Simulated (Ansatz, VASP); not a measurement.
## One calculation of C, two programs

```
C
1.0
     0.00000    1.42317   -3.36139
    -2.46500    0.00000    0.00000
     2.05416    9.44871    2.12396
C
10
Direct
  0.26506 0.34494 0.89392
  0.74365 0.65728 0.06874
  0.87400 0.32919 0.27503
  0.00435 0.00111 0.48133
  0.13470 0.67302 0.68763
  0.78671 0.21463 0.13756
  0.91706 0.88655 0.34386
  0.04741 0.55846 0.55015
  0.17776 0.23037 0.75645
  0.30812 0.90229 0.96275
```

Alike in both runs: task single point; functional PBE; dispersion D3(BJ); k mesh 7 × 11 × 3; occupations gaussian, width 0.05 eV; no spin polarisation.

```csv
,VASP,Ansatz
version,VASP 6.6.1,Ansatz 0.2.0
potentials or method,"VASP PAW PBE potentials, release 64 (C), cutoff 520 eV","scalar-relativistic, plane waves, PAW"
valence electrons in the cell,40,40
```

Ansatz gave:

| Quantity | Value |
| --- | --- |
| gap on the k mesh at the Fermi level (eV) | none |
| pressure (GPa) | 0.6 |
| traceless stress, the component that is largest in VASP (GPa) | -11.19 |
| rms of the force components (eV/Å) | 1.022 |

Problem. What did VASP give for the same quantities?

Solution. gap on the k mesh at the Fermi level (eV): none; pressure (GPa): 1.0; traceless stress, the component that is largest in VASP (GPa): -11.21; rms of the force components (eV/Å): 1.022.

Atom by atom the forces differ by 0.011 eV/Å (rms over components). A gap of «none» marks a metal or a gap that the smearing closes.
